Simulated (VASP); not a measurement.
Input of a VASP 6.6.1 run:

The input INCAR:

```
PREC = Accurate
ENCUT = 600
EDIFF = 1E-6
ISMEAR = 0
SIGMA = 0.2
LREAL = False
LASPH = True
NELM = 100
ALGO = Normal
ISIF = 3
LWAVE = False
LCHARG = False
GGA = PE
IBRION = 2
NSW = 36
EDIFFG = -0.08
```

Contents of KPOINTS:

```
regular mesh
0
Gamma
  4 4 2
```

File POSCAR:

```
Sn3S5
1.0
    4.6309624400      0.0000000000      0.0000000000
    0.0000000000      4.7650177700      0.0000000000
    0.0000000000      0.0000000000      9.5958164500
Sn S
3 5
Direct
    0.0000000000      0.5000000000      0.7650652400
    0.0000000000      0.5000000000      0.2349347600
    0.5000000000      0.5000000000      0.5000000000
    0.0000000000      0.0000000000      0.5000000000
    0.0000000000      0.0000000000      0.0000000000
    0.5000000000      0.5000000000      0.0000000000
    0.5000000000      0.0000000000      0.7422336900
    0.5000000000      0.0000000000      0.2577663100
```

Potentials or basis: VASP PAW PBE potentials, release 64 (Sn_d, S).

Launch:

```console
$ cat potpaw_PBE.64/Sn_d/POTCAR potpaw_PBE.64/S/POTCAR > POTCAR
$ mpirun -np 1 vasp_std > vasp.out
```

(1) Predict the relaxed volume.

(2) Predict the space group after relaxing (to 0.1 Å).

Answers

(1) 23.31 Å³/atom.

(2) Pmmm (No. 47).

Caveat: a cell axis changed by over 15 % at a fixed basis, so the end point is rough.
